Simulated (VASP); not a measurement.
# BaTiO3 (Amm2) in VASP: further runs

Runs on BaTiO3. Level: PBEsol+U. Tasks: single point.

Everything below comes from runs of VASP 6.6.1. Logs are shortened: lines on timing, memory, paths and dates and some standing lists are left out, and cuts for length are marked.

## 1. The cell of the first run

The structure is orthorhombic, space group Amm2 (No. 38). The conventional cell has a = 3.986 Å, b = 5.674 Å, c = 5.690 Å, α = 90.00°, β = 90.00°, γ = 90.00°. Ba (site symmetry mm2) has 12 O at 2.77 to 2.92 Å and 8 Ti at 3.42 to 3.53 Å within 3.7 Å. Within 2.6 Å of Ti (site symmetry mm2) lie 6 O at 1.93 to 2.09 Å. O (site symmetry mm2) has 2 Ti at 2.00 Å within 2.6 Å. O (site symmetry m) has 2 Ti at 1.93 to 2.09 Å within 2.6 Å.

## 2. Single point, PBEsol+U

The input, INCAR:

```
SYSTEM = BaTiO3
PREC = Accurate
ENCUT = 600
EDIFF = 1E-6
ISMEAR = 0
SIGMA = 0.01
LREAL = .FALSE.
LASPH = .TRUE.
NELM = 200
ALGO = Normal
ISIF = 2
LWAVE = .FALSE.
LCHARG = .FALSE.
LMAXMIX = 4
LDAU = .TRUE.
LDAUTYPE = 2
LDAUL = -1 2 -1
LDAUU = 0 3 0
LDAUJ = 0 0 0
LDAUPRINT = 1
GGA = PS
NBANDS = 28
GGA_COMPAT = .FALSE.
```

The input, KPOINTS:

```
regular mesh
0
G
  4 4 4
  0 0 0
```

The input, POSCAR:

```
BaTiO3
1.0
    3.9855000000      0.0000000000      0.0000000000
    0.0000000000      2.8369000000     -2.8451500000
    0.0000000000      2.8369000000      2.8451500000
Ba Ti O
1 1 3
Direct
    0.0000000000      0.0000000000      0.0000000000
    0.5000000000      0.4876000000      0.5124000000
    0.0000000000      0.5126000000      0.4874000000
    0.5000000000      0.0081600000      0.5052400000
    0.5000000000      0.4947600000      0.9918400000
```

Potentials or basis: VASP PAW PBE potentials, release 64 (Ba_sv, Ti_sv, O).

The run is started by

```console
$ cat potpaw_PBE.64/Ba_sv/POTCAR potpaw_PBE.64/Ti_sv/POTCAR potpaw_PBE.64/O/POTCAR > POTCAR
$ mpirun -np 1 vasp_std > vasp.out
```

OUTCAR:

```text
SYSTEM = BaTiO3
   PREC = Accurate
   ENCUT = 600
   EDIFF = 1E-6
   ISMEAR = 0
   LREAL = .FALSE.
   LASPH = .TRUE.
   NELM = 200
   ISIF = 2
   GGA = PS

 ion  position               nearest neighbor table
   1  0.000  0.000  0.000-   3 2.77   4 2.81   5 2.81   4 2.81   5 2.81   3 2.84   3 2.84   4 2.84
                             4 2.84   5 2.84   5 2.84   3 2.92   2 3.42   2 3.42   2 3.47   2 3.47
   2  0.500  0.488  0.512-   4 1.93   5 1.93   3 2.00   3 2.00   5 2.09   4 2.09   1 3.42   1 3.42
                             1 3.47   1 3.47   1 3.47   1 3.47   1 3.53   1 3.53
   3  0.000  0.513  0.487-   2 2.00   2 2.00   1 2.77   1 2.84   1 2.84   1 2.92
   4  0.500  0.008  0.505-   2 1.93   2 2.09   1 2.81   1 2.81   1 2.84   1 2.84
   5  0.500  0.495  0.992-   2 1.93   2 2.09   1 2.81   1 2.81   1 2.84   1 2.84

  LATTYP: Found a base centered orthorhombic cell.
 ALAT       =     5.6738000000
 B/A-ratio  =     1.0029081039
 C/A-ratio  =     0.7024392823

  Lattice vectors:

 A1 = (   0.0000000000,   2.8369000000,  -2.8451500000)
 A2 = (   0.0000000000,   2.8369000000,   2.8451500000)
 A3 = (   3.9855000000,   0.0000000000,   0.0000000000)

Analysis of symmetry for initial positions (statically):
=====================================================================
 Subroutine PRICEL returns:
 Original cell was already a primitive cell.

 Routine SETGRP: Setting up the symmetry group for a
 base centered orthorhombic supercell.

 Subroutine GETGRP returns: Found  4 space group operations
 (whereof  4 operations were pure point group operations)
 out of a pool of  8 trial point group operations.

The static configuration has the point symmetry C_2v.

Analysis of symmetry for dynamics (positions and initial velocities):
=====================================================================
 Subroutine PRICEL returns:
 Original cell was already a primitive cell.

 Routine SETGRP: Setting up the symmetry group for a
 base centered orthorhombic supercell.

 Subroutine GETGRP returns: Found  4 space group operations
 (whereof  4 operations were pure point group operations)
 out of a pool of  8 trial point group operations.

The dynamic configuration has the point symmetry C_2v.

 Subroutine INISYM returns: Found  4 space group operations
 (whereof  4 operations are pure point group operations),
 and found     1 'primitive' translations

----------------------------------------------------------------------------------------

                                     Primitive cell

  volume of cell :      64.3372

  direct lattice vectors                    reciprocal lattice vectors
     3.985500000  0.000000000  0.000000000     0.250909547  0.000000000  0.000000000
     0.000000000  2.836900000 -2.845150000     0.000000000  0.176248722 -0.175737659
     0.000000000  2.836900000  2.845150000     0.000000000  0.176248722  0.175737659

  length of vectors
     3.985500000  4.017820321  4.017820321     0.250909547  0.248892219  0.248892219

  position of ions in fractional coordinates (direct lattice)
     0.000000000  0.000000000  0.000000000
     0.500000000  0.487600000  0.512400000
     0.000000000  0.512600000  0.487400000
     0.500000000  0.008160000  0.505240000
     0.500000000  0.494760000  0.991840000

  ion indices of the primitive-cell ions
   primitive index   ion index
                 1           1
                 2           2
                 3           3
                 4           4
                 5           5

----------------------------------------------------------------------------------------

 KPOINTS: regular mesh

Automatic generation of k-mesh.
[... 51 lines left out ...]
   NGXF,Y,Z  is equivalent  to a cutoff of  26.70, 26.48, 26.48 a.u.
 SYSTEM =  BaTiO3
   PREC   = accura    normal or accurate (medium, high low for compatibility)
   ISTART =      0    job   : 0-new  1-cont  2-samecut
   ICHARG =      2    charge: 1-file 2-atom 10-const
   ISPIN  =      1    spin polarized calculation?
   LNONCOLLINEAR =      F non collinear calculations
   LSORBIT =      F    spin-orbit coupling
   LASPH  =      T    aspherical Exc in radial PAW
   ENCUT  =  600.0 eV  44.10 Ry    6.64 a.u.   7.96  8.02  8.02*2*pi/ulx,y,z
   NELM   =    200;   NELMIN=  2; NELMDL= -5     # of ELM steps
   EDIFF  = 0.1E-05   stopping-criterion for ELM
   LREAL  =      F    real-space projection
   EDIFFG = 0.1E-04   stopping-criterion for IOM
   NSW    =      0    number of steps for IOM
   IBRION =     -1    ionic relax: 0-MD 1-quasi-New 2-CG
   NFREE  =      0    steps in history (QN), initial steepest desc. (CG)
   ISIF   =      2    stress and relaxation
   ISYM   =      2    0-nonsym 1-usesym 2-fastsym
   POTIM  = 0.5000    time-step for ionic-motion
   TEBEG  =    0.0;   TEEND  =   0.0 temperature during run
   PSTRESS=    0.0 pullay stress
   NELECT =      40.0000    total number of electrons
   NUPDOWN=      -1.0000    fix difference up-down
   EMIN   =  10.00;   EMAX   =-10.00  energy-range for DOS
   EFERMI =   0.00;   METHOD = LEGACY
   ISMEAR =     0;   SIGMA  =   0.01  broadening in eV -4-tet -1-fermi 0-gaus
   EFERMI_NEDOS =   21; number of points for ismear=-14 and -15
   IALGO  =     38    algorithm
   IMIX   =      4    mixing-type and parameters
     AMIX     =   0.40;   BMIX     =  1.00
     AMIX_MAG =   1.60;   BMIX_MAG =  1.00
  volume/ion in A,a.u.               =      12.87        86.83
  Fermi-wavevector in a.u.,A,eV,Ry     =   1.397250  2.640420 26.562762  1.952308
  Thomas-Fermi vector in A             =   2.520525
   LORBIT       =      0    0 simple, 1 ext, 2 COOP (PROOUT), +10 PAW based schemes
 LDA+U is selected, type is set to LDAUTYPE =  2
   angular momentum for each species LDAUL =    -1    2   -1
   U (eV)           for each species LDAUU =   0.0  3.0  0.0
   J (eV)           for each species LDAUJ =   0.0  0.0  0.0
   GGA     = PS    functional components
   LHFCALC =     F    Hartree Fock is set to
   AEXX    =    0.0000 exact exchange contribution
   IVDW    =     0    specifies the selected vdW correction
   LEPSILON=     F    determine dielectric tensor
   LRPA    =     F    only Hartree local field effects (RPA)
 non-spin polarized calculation
 Gauss-broadening in eV      SIGMA  =   0.01
  energy-cutoff  :      600.00
  volume of cell :       64.34
 maximum number of plane-waves:      2176
 NGX is ok and might be reduce to    32
   NGX = 15   NGY = 17   NGZ = 17

atom =   2  type =  2  l = 2

 onsite density matrix

spin component  1

  0.1122  0.0000  0.0000  0.0000  0.0000
  0.0000  0.2420  0.0000  0.0000  0.0000
  0.0000  0.0000  0.1428  0.0000 -0.0540
  0.0000  0.0000  0.0000  0.1141  0.0000
  0.0000  0.0000 -0.0540  0.0000  0.2095

spin component  2

  0.1122  0.0000  0.0000  0.0000  0.0000
  0.0000  0.2420  0.0000  0.0000  0.0000
  0.0000  0.0000  0.1428  0.0000 -0.0540
  0.0000  0.0000  0.0000  0.1141  0.0000
  0.0000  0.0000 -0.0540  0.0000  0.2095

 occupancies and eigenvectors

  o =  0.1122  v =  1.0000  0.0000  0.0000  0.0000  0.0000  0.0000  0.0000  0.0000  0.0000  0.0000      0.0000  0.0000  0.0000  0.0000  0.0000  0.0000  0.0000  0.0000  0.0000  0.0000
  o =  0.1122  v =  0.0000  0.0000  0.0000  0.0000  0.0000  1.0000  0.0000  0.0000  0.0000  0.0000      0.0000  0.0000  0.0000  0.0000  0.0000  0.0000  0.0000  0.0000  0.0000  0.0000
  o =  0.1126  v =  0.0000  0.0000 -0.8733  0.0000 -0.4872  0.0000  0.0000  0.0000  0.0000  0.0000      0.0000  0.0000  0.0000  0.0000  0.0000  0.0000  0.0000  0.0000  0.0000  0.0000
  o =  0.1126  v =  0.0000  0.0000  0.0000  0.0000  0.0000  0.0000  0.0000 -0.8733  0.0000 -0.4872      0.0000  0.0000  0.0000  0.0000  0.0000  0.0000  0.0000  0.0000  0.0000  0.0000
  o =  0.1141  v =  0.0000  0.0000  0.0000  1.0000  0.0000  0.0000  0.0000  0.0000  0.0000  0.0000      0.0000  0.0000  0.0000  0.0000  0.0000  0.0000  0.0000  0.0000  0.0000  0.0000
  o =  0.1141  v =  0.0000  0.0000  0.0000  0.0000  0.0000  0.0000  0.0000  0.0000  1.0000  0.0000      0.0000  0.0000  0.0000  0.0000  0.0000  0.0000  0.0000  0.0000  0.0000  0.0000
  o =  0.2396  v =  0.0000  0.0000  0.0000  0.0000  0.0000  0.0000  0.0000 -0.4872  0.0000  0.8733      0.0000  0.0000  0.0000  0.0000  0.0000  0.0000  0.0000  0.0000  0.0000  0.0000
  o =  0.2396  v =  0.0000  0.0000 -0.4872  0.0000  0.8733  0.0000  0.0000  0.0000  0.0000  0.0000      0.0000  0.0000  0.0000  0.0000  0.0000  0.0000  0.0000  0.0000  0.0000  0.0000
  o =  0.2420  v =  0.0000  0.0000  0.0000  0.0000  0.0000  0.0000  1.0000  0.0000  0.0000  0.0000      0.0000  0.0000  0.0000  0.0000  0.0000  0.0000  0.0000  0.0000  0.0000  0.0000
  o =  0.2420  v =  0.0000  1.0000  0.0000  0.0000  0.0000  0.0000  0.0000  0.0000  0.0000  0.0000      0.0000  0.0000  0.0000  0.0000  0.0000  0.0000  0.0000  0.0000  0.0000  0.0000

 number of electron      39.9999992 magnetization

 Free energy of the ion-electron system (eV)
  ---------------------------------------------------
  ext. energy  EPLUGINS =         0.00000000
  ---------------------------------------------------
  free energy    TOTEN  =       -39.91201239 eV

  energy without entropy =      -39.91201239  energy(sigma->0) =      -39.91201239

 E-fermi :   3.8203     XC(G=0): -11.4999

 val. band max:        3.7671407686   @ k =   0.5000   0.5000   0.5000
 cond. band min:       5.8944576823   @ k =   0.0000   0.0000   0.0000
 fundamental gap:      2.1273169137
 Fermi energy:         3.8203159018

 k-point     1 :       0.0000    0.0000    0.0000
  band No.  band energies     occupation
      1     -53.3615      2.00000
      2     -29.6633      2.00000
      3     -29.6618      2.00000
      4     -29.6469      2.00000
      5     -21.0125      2.00000
      6     -13.0837      2.00000
[... 640 lines left out ...]
     27      11.5054      0.00000
     28      11.5476      0.00000

------------------------ aborting loop because EDIFF is reached ----------------------------------------

  FORCE on cell =-STRESS in cart. coord.  units (eV):
  Direction    XX          YY          ZZ          XY          YZ          ZX
  --------------------------------------------------------------------------------------
  -------------------------------------------------------------------------------------
  Total        0.1028483      0.2000077     -0.0702414      0.0000000      0.0000000      0.0000000
  in kB        2.5612141      4.9807572     -1.7492103      0.0000000      0.0000000      0.0000000
  external PRESSURE =       1.9309203 kB  Pullay stress =       0.0000000 kB

 VOLUME and BASIS-vectors are now :
 -----------------------------------------------------------------------------
  energy-cutoff  :      600.00
  volume of cell :       64.34
      direct lattice vectors                 reciprocal lattice vectors
     3.985500000  0.000000000  0.000000000     0.250909547  0.000000000  0.000000000
     0.000000000  2.836900000 -2.845150000     0.000000000  0.176248722 -0.175737659
     0.000000000  2.836900000  2.845150000     0.000000000  0.176248722  0.175737659

 POSITION                                       TOTAL-FORCE (eV/Angst)
 -----------------------------------------------------------------------------------
      0.00000      0.00000      0.00000         0.000000      0.000000      0.167583
      1.99275      2.83690      0.07056         0.000000      0.000000     -0.201060
      0.00000      2.83690     -0.07170         0.000000      0.000000      0.205394
      1.99275      1.45646      1.41427         0.000000     -0.180407     -0.085958
      1.99275      4.21734      1.41427         0.000000      0.180407     -0.085958
 -----------------------------------------------------------------------------------
    total drift:                                0.000000      0.000000     -0.000435

  FREE ENERGIE OF THE ION-ELECTRON SYSTEM (eV)
  ---------------------------------------------------
  free  energy   TOTEN  =       -39.9120123885 eV

  energy  without entropy=      -39.9120123885  energy(sigma->0) =      -39.91201239
```

Wall time 26 s (1 thread of AMD EPYC 9R45 (Zen 5), shared host); peak memory 0.17 GiB.

Results:

```
Free energy            : -39.9120 eV
Pressure               : 0.2 GPa
Largest force          : 0.205 eV/Å
Band gap on the k mesh : 2.13 eV (least direct gap 2.36 eV)
```

Forces in eV/Å, atoms in the order of the input:
```
Ba   0.000  0.000  0.168
Ti   0.000  0.000 -0.201
O    0.000  0.000  0.205
O    0.000 -0.180 -0.086
O    0.000  0.180 -0.086
```

Stress tensor (GPa, compression positive):
```
 0.26  0.00  0.00
 0.00  0.50  0.00
 0.00  0.00 -0.17
```

Eigenvalues of the final occupation matrices:
```
    site  spin  trace               eigenvalues
site 2 d     1   0.82  0.11 0.11 0.11 0.24 0.24
site 2 d     2   0.82  0.11 0.11 0.11 0.24 0.24
```

Caveat: the PAW data sets were made with another functional, which shifts forces and pressure a little; spin-orbit coupling is left out, which moves the levels of the heavy elements.

## 3. Single point, PBEsol+U

The input, INCAR:

```
ALGO = Normal
EDIFF = 1E-6
ENCUT = 600
GGA = PS
GGA_COMPAT = F
ISIF = 2
ISMEAR = 0
LASPH = T
LCHARG = F
LDAU = T
LDAUJ = 0 0 0
LDAUL = -1 2 -1
LDAUPRINT = 1
LDAUTYPE = 2
LDAUU = 0 4.5 0
LMAXMIX = 4
LREAL = F
LWAVE = F
NBANDS = 28
NELM = 200
PREC = Accurate
SIGMA = 0.01
```

The input, KPOINTS:

```
k-points
0
Gamma
  4 4 4
```

POSCAR is that of step 2.

Potentials or basis: VASP PAW PBE potentials, release 64 (Ba_sv, Ti_sv, O).

The run is started by

```console
$ cat potpaw_PBE.64/Ba_sv/POTCAR potpaw_PBE.64/Ti_sv/POTCAR potpaw_PBE.64/O/POTCAR > POTCAR
$ mpirun -np 1 vasp_std > vasp.out
```

Run time: 24 s. Hardware: 1 thread of AMD EPYC 9R45 (Zen 5), shared host; peak memory 0.17 GiB.

The run converged. Its results:

```yaml
Free_energy: -38.9282 eV
Pressure: 1.5 GPa
Largest_force: 0.436 eV/Å
Band_gap_on_the_k_mesh: 2.31 eV (least direct gap 2.56 eV)
```

Forces on the atoms (eV/Å):
```
Ba   0.000  0.000  0.173
Ti   0.000  0.000 -0.436
O    0.000  0.000  0.213
O    0.000 -0.282  0.025
O    0.000  0.282  0.025
```

Stress tensor (GPa, compression positive):
```
1.54 0.00 0.00
0.00 1.80 0.00
0.00 0.00 1.11
```

Levels at points of the mesh, in eV from the valence-band top:
| k point | band 16 | band 17 | band 18 | band 19 | band 20 | band 21 | band 22 | band 23 | band 24 | band 25 |
| --- | --- | --- | --- | --- | --- | --- | --- | --- | --- | --- |
| (0.00, 0.00, 0.00) | -1.17 | -1.12 | -0.35 | -0.29 | -0.25 | 2.31 | 2.36 | 2.49 | 4.07 | 4.13 |
| (0.50, 0.00, 0.00) | -2.04 | -1.76 | -1.70 | -0.90 | -0.86 | 2.54 | 3.98 | 4.05 | 4.07 | 5.82 |
| (0.00, 0.50, 0.00) | -2.00 | -1.77 | -1.66 | -0.88 | -0.83 | 2.58 | 4.01 | 4.04 | 4.11 | 5.94 |
| (0.50, 0.50, 0.00) | -2.65 | -1.91 | -0.92 | -0.91 | -0.09 | 4.04 | 4.05 | 4.45 | 4.75 | 7.63 |
| (0.00, 0.50, 0.50) | -2.64 | -1.85 | -0.94 | -0.90 | -0.14 | 4.03 | 4.08 | 4.44 | 4.89 | 7.67 |
| (0.50, 0.50, 0.50) | -2.32 | -2.31 | -0.04 | -0.01 | 0.00 | 4.65 | 4.70 | 4.71 | 6.45 | 6.49 |

Eigenvalues of the final occupation matrices:
| site | spin | trace | eigenvalues |
| --- | --- | --- | --- |
| site 2 d | 1 | 0.79 | 0.10 0.11 0.11 0.24 0.24 |
| site 2 d | 2 | 0.79 | 0.10 0.11 0.11 0.24 0.24 |

Caveat: the PAW data sets were made with another functional, which shifts forces and pressure a little; spin-orbit coupling is left out, which moves the levels of the heavy elements.

## 4. Single point, PBEsol+U

The input, INCAR:

```
  PREC = Accurate
  ENCUT = 600
  EDIFF = 1E-6
  ISMEAR = 0
  SIGMA = 0.01
  LREAL = F
  LASPH = T
  NELM = 200
  ALGO = Normal
  ISIF = 2
  LWAVE = F
  LCHARG = F
  LMAXMIX = 4
  LDAU = T
  LDAUTYPE = 2
  LDAUL = -1 2 -1
  LDAUU = 0 6 0
  LDAUJ = 0 0 0
  LDAUPRINT = 1
  GGA = PS
  NBANDS = 28
  GGA_COMPAT = F
```

The input, KPOINTS:

```
regular mesh
0
Gamma
  4 4 4
```

POSCAR is that of step 3.

The run is started by

```console
$ cat potpaw_PBE.64/Ba_sv/POTCAR potpaw_PBE.64/Ti_sv/POTCAR potpaw_PBE.64/O/POTCAR > POTCAR
$ mpirun -np 1 vasp_std > vasp.out
```

It took 26 s on 1 thread of AMD EPYC 9R45 (Zen 5), shared host; peak memory 0.17 GiB.

It converged, with:

| Quantity | Value |
| --- | --- |
| Free energy | -37.9758 eV |
| Pressure | 2.8 GPa |
| Largest force | 0.672 eV/Å |
| Band gap on the k mesh | 2.51 eV (least direct gap 2.77 eV) |

Forces in eV/Å, atoms in the order of the input:
```
Ba   0.000  0.000  0.178
Ti   0.000  0.000 -0.672
O    0.000  0.000  0.220
O    0.000 -0.385  0.137
O    0.000  0.385  0.137
```

Stress tensor (GPa, compression positive):
```
2.83 0.00 0.00
0.00 3.10 0.00
0.00 0.00 2.39
```

Levels at points of the mesh, in eV from the valence-band top:
```csv
k point,band 16,band 17,band 18,band 19,band 20,band 21,band 22,band 23,band 24,band 25
"(0.00, 0.00, 0.00)",-1.17,-1.13,-0.35,-0.30,-0.26,2.51,2.55,2.67,4.09,4.16
"(0.50, 0.00, 0.00)",-2.04,-1.73,-1.68,-0.92,-0.88,2.75,4.08,4.17,4.26,5.82
"(0.00, 0.50, 0.00)",-2.01,-1.74,-1.64,-0.90,-0.85,2.79,4.14,4.20,4.23,5.94
"(0.50, 0.50, 0.00)",-2.62,-1.97,-0.92,-0.91,-0.09,4.23,4.25,4.65,4.76,7.64
"(0.00, 0.50, 0.50)",-2.62,-1.91,-0.95,-0.91,-0.14,4.23,4.27,4.64,4.90,7.66
"(0.50, 0.50, 0.50)",-2.29,-2.27,-0.04,-0.01,0.00,4.84,4.90,4.91,6.42,6.47
```

Eigenvalues of the final occupation matrices:
| site | spin | trace | eigenvalues |
| --- | --- | --- | --- |
| site 2 d | 1 | 0.76 | 0.10 0.10 0.10 0.23 0.24 |
| site 2 d | 2 | 0.76 | 0.10 0.10 0.10 0.23 0.24 |

Caveat: the PAW data sets were made with another functional, which shifts forces and pressure a little; spin-orbit coupling is left out, which moves the levels of the heavy elements. A k mesh can miss the band edges.

## 5. Overview

```tsv
U	gap on the mesh (eV)	pressure (GPa)	largest force (eV/Å)
Ti d U = 3.0 eV	2.13	0.2	0.21
Ti d U = 4.5 eV	2.31	1.5	0.44
Ti d U = 6.0 eV	2.51	2.8	0.67
```

Alike in all rows: task single point; level PBEsol+U; potentials or basis VASP PAW PBE potentials, release 64 (Ba_sv, Ti_sv, O); no spin polarisation; cell as given; k mesh 4 × 4 × 4; cutoff (eV) 600; smearing gaussian 0.01 eV.

Caveats: the PAW data sets were made with another functional, which shifts forces and pressure a little; spin-orbit coupling is left out, which moves the levels of the heavy elements.

Absolute energies hang on the potentials; compare differences alone.
